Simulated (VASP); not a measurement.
## Cr: single point with r2SCAN

The system is Cr.

```
CELL_PARAMETERS angstrom
-1.41493 1.41493 1.41493
1.41493 -1.41493 1.41493
1.41493 1.41493 -1.41493
ATOMIC_POSITIONS crystal
Cr 0.00000 0.00000 0.00000
```

| Property | Result |
| --- | --- |
| Program | VASP 6.6.1 |
| Task | single point |
| Functional | r2SCAN |
| Potentials or basis | VASP PAW PBE potentials, release 64 (Cr_pv) |
| Cutoff | 520 eV |
| k mesh | 11 × 11 × 11 |
| Occupations | methfessel-paxton, width 0.02 eV |
| Spin | collinear spin, ferromagnetic start |
| Starting moments | [3.0] μB |
| Dipole correction | no |
| Further INCAR settings | ALGO = Normal; EDIFF = 1e-07; NBANDS = 16 |

* Pressure: 0.6 GPa
* Band gap on the k mesh: zero (filled and empty bands overlap)
* Net moment: 0.00 μB per cell
* Valence electrons inside the program's atomic spheres: Cr 11.32

Levels at points of the mesh, in eV from the Fermi level:
Spin up:
```tsv
k point	band 4	band 5	band 6	band 7	band 8	band 9
(0.00, 0.00, 0.00)	-8.46	-0.95	-0.95	-0.95	1.48	1.48
```
Spin down:
```csv
k point,band 2,band 3,band 4,band 5,band 6,band 7,band 8,band 9,band 10,band 11
"(0.00, 0.00, 0.00)",-44.26,-44.26,-8.46,-0.95,-0.95,-0.95,1.48,1.48,3.27,23.28
```

It took 2.2 min on 1 thread of Oxide Virtual Turin-like Processor, on a shared host, peak memory 0.1 GiB.

Caveat: the moments typed at the start vanished in this run; the PAW data sets were made with another functional, which shifts forces and pressure a little.
